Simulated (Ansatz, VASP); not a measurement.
## One calculation of Os, two programs

```
Os
1.0
     1.39242   -4.02733    0.00000
     1.39242    4.02733    0.00000
     0.00000    0.00000    2.74691
Os
2
Cartesian
  1.3924 -2.8582 2.0602
  1.3924 2.8582 0.6867
```

Alike in both runs: functional PBE; k mesh 20 × 20 × 20; occupations gaussian, width 0.1 eV; no spin polarisation.

Ansatz relaxed the structure, and its values are those at the end. VASP's run is a single point on that final structure, the one shown.

|  | VASP | Ansatz |
| --- | --- | --- |
| version | VASP 6.6.1 | Ansatz 0.2.0 |
| potentials or method | VASP PAW PBE potentials, release 64 (Os), cutoff 520 eV | scalar-relativistic, plane waves, PAW |
| valence electrons in the cell | 16 | 32 |

Ansatz gave:

```
gap on the k mesh at the Fermi level (eV) : none
pressure (GPa)                            : 0.0
```

**Question.** What did VASP give for the same quantities?

**Answer.** gap on the k mesh at the Fermi level (eV): none; pressure (GPa): -0.2.

A gap of «none» marks a metal or a gap that the smearing closes. VASP's potentials hold 16 valence electrons a cell and Ansatz's 32, so a difference there can come from the potentials and not from the codes.

Neither program's run includes spin-orbit coupling.
